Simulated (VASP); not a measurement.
Input of a VASP 6.6.1 run:

INCAR

```
SYSTEM = BaTiO3
PREC = Accurate ; ENCUT = 520
EDIFF = 1E-7 ; ISMEAR = -1
SIGMA = 0.05 ; LREAL = .FALSE.
LASPH = .TRUE. ; NELM = 80
ALGO = Normal ; ISIF = 2
LWAVE = .FALSE. ; LCHARG = .FALSE.
GGA = PE ; NBANDS = 28
```

The input KPOINTS:

```
Automatic mesh
0
G
  8 8 8
  0 0 0
```

The input POSCAR:

```
BaTiO3
1.0
    3.9531406582      0.0000000000      0.0000000000
    0.0000000000      3.9531406582      0.0000000000
    0.0000000000      0.0000000000      3.9531406582
Ba Ti O
1 1 3
Direct
    0.5000000000      0.5000000000      0.5000000000
    0.0000000000      0.0000000000      0.0000000000
    0.5000000000      0.0000000000      0.0000000000
    0.0000000000      0.5000000000      0.0000000000
    0.0000000000      0.0000000000      0.5000000000
```

Potentials or basis: VASP PAW PBE potentials, release 64 (Ba_sv, Ti_sv, O).

Run with:

```sh
$ cat potpaw_PBE.64/Ba_sv/POTCAR potpaw_PBE.64/Ti_sv/POTCAR potpaw_PBE.64/O/POTCAR > POTCAR
$ mpirun -np 1 vasp_std > vasp.out
```

(1) What does it give for the band gap on the k mesh?

(2) Predict the pressure.

Answers

(1) 1.82 eV, indirect (least direct gap 1.93 eV).

(2) 11.1 GPa.

Caveat: spin-orbit coupling is left out, which moves the levels of the heavy elements.
